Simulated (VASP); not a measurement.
Al, 1 atom in the cell. The structure is tetragonal, space group I4/mmm (No. 139). The conventional cell has a = 3.180 Å, b = 3.180 Å, c = 2.951 Å, α = 90.00°, β = 90.00°, γ = 90.00°. Al (site symmetry 4/mmm) has 14 Al at 2.69 to 3.18 Å within 3.5 Å. 

| Quantity | Value |
| --- | --- |
| Program | VASP 6.6.1 |
| Task | single point |
| Functional | LDA |
| Potentials or basis | VASP PAW LDA potentials, release 64 (Al) |
| Cutoff | 520 eV |
| k mesh | 22 × 22 × 22 |
| Occupations | gaussian, width 0.15 eV |
| Spin | no spin polarisation |
| Dipole correction | no |
| Further INCAR settings | ALGO = Fast; EDIFF = 1e-06; NBANDS = 8 |

Potentials or basis: VASP PAW LDA potentials, release 64 (Al).

Launch:

```console
$ cat potpaw_LDA.64/Al/POTCAR > POTCAR
$ mpirun -np 1 vasp_std > vasp.out
```

Hardware: 1 thread of AMD EPYC 7571, on a shared host.

Problem. How long does it take, and how much memory?

Solution. Run time: 120 s on 1 thread of AMD EPYC 7571, with other jobs on the host, peak memory 0.16 GiB. Counts: scf iterations 10, k points 834.
